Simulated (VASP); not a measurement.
Set up this calculation in VASP 6.6.1, as the native input.

| Property | Result |
| --- | --- |
| Task | single point |
| Functional | PBE |
| Potentials or basis | VASP PAW PBE potentials, release 64 (Ti_sv, B, H) |
| Cutoff | 500 eV |
| k mesh | 6 × 6 × 4 |
| Occupations | gaussian, width 0.1 eV |
| Spin | no spin polarisation |
| Dipole correction | no |
| Further INCAR settings | ALGO = Normal; EDIFF = 1e-06; NBANDS = 18 |

The structure of TiB2H2 lies in POSCAR:

```
TiB2H2
1.0
    3.5107396600      0.0000000000      0.0000000000
   -1.7553698300      3.0403897300      0.0000000000
    0.0000000000      0.0000000000      3.9986013000
Ti B H
1 2 2
Direct
    0.0000000000      0.0000000000      0.0000000000
    0.3333333300      0.6666666700      0.0000000000
    0.6666666700      0.3333333300      0.0000000000
    0.3333333300      0.6666666700      0.5000000000
    0.6666666700      0.3333333300      0.5000000000
```

One way to write it, as run:

INCAR

```
PREC = Accurate ; ENCUT = 500
EDIFF = 1E-6 ; ISMEAR = 0
SIGMA = 0.1 ; LREAL = F
LASPH = T ; NELM = 120
ALGO = Normal ; ISIF = 2
LWAVE = F ; LCHARG = F
GGA = PE ; NBANDS = 18
GGA_COMPAT = F
```

KPOINTS

```
Automatic mesh
0
Gamma
  6 6 4
```

Potentials or basis: VASP PAW PBE potentials, release 64 (Ti_sv, B, H).

Run with:

```bash
$ cat potpaw_PBE.64/Ti_sv/POTCAR potpaw_PBE.64/B/POTCAR potpaw_PBE.64/H/POTCAR > POTCAR
$ mpirun -np 1 vasp_std > vasp.out
```

Results of the run:

* Pressure: 14.3 GPa
* Band gap on the k mesh: zero (band 10 reaches 6.76 eV, above the bottom of band 11 at 4.96 eV)

Caveat: the k points lie up to 0.39 Å⁻¹ apart.

It took 31 s on 1 thread of Intel Xeon 8259CL, with other jobs on the host, peak memory 0.17 GiB.
